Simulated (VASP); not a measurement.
The system is CdTe.

```
CELL_PARAMETERS angstrom
0.00000 3.20500 3.20500
3.20500 0.00000 3.20500
3.20500 3.20500 0.00000
ATOMIC_POSITIONS crystal
Te 0.75000 0.75000 0.75000
Cd 0.00000 0.00000 0.00000
```

| Quantity | Value |
| --- | --- |
| Program | VASP 6.6.1 |
| Task | relaxation of cell and atoms |
| Functional | BLYP |
| Potentials or basis | VASP PAW PBE potentials, release 64 (Te, Cd) |
| Cutoff | 600 eV |
| k mesh | 7 × 7 × 7 |
| Occupations | fermi-dirac, width 0.05 eV |
| Spin | no spin polarisation |

At the start: pressure 7.2 GPa; volume 32.92 Å³/atom.

Task: How do energy, volume and symmetry change on relaxing?

Result: Over 5 steps the energy falls by 114.2 meV/atom and the volume is 38.88 Å³/atom (+18.1 %); space group F-43m (No. 216, to 0.05 Å).

Step by step:
```csv
step,energy change (eV),largest force (eV/Å),pressure (GPa),volume (Å³)
1,0.0000,0.0000,7.22,65.84
2,-0.2171,0.0000,-1.07,81.02
3,-0.2283,0.0000,0.05,77.62
4,-0.2283,0.0000,-0.04,77.87
5,-0.2283,0.0000,0.00,77.76
```

Final structure:
```xyz
2
Lattice="0.0000 3.3878 3.3878 3.3878 0.0000 3.3878 3.3878 3.3878 0.0000" Properties=species:S:1:pos:R:3 pbc="T T T"
Te    5.0817    5.0817    5.0817
Cd    0.0000    3.3878    3.3878
```

Caveat: the volume moved by over 15 % at a fixed basis, so the end points are rough; the PAW data sets were made with another functional, which shifts forces and pressure a little; the volume moved by +18 % from the deposited cell, more than functionals usually miss.
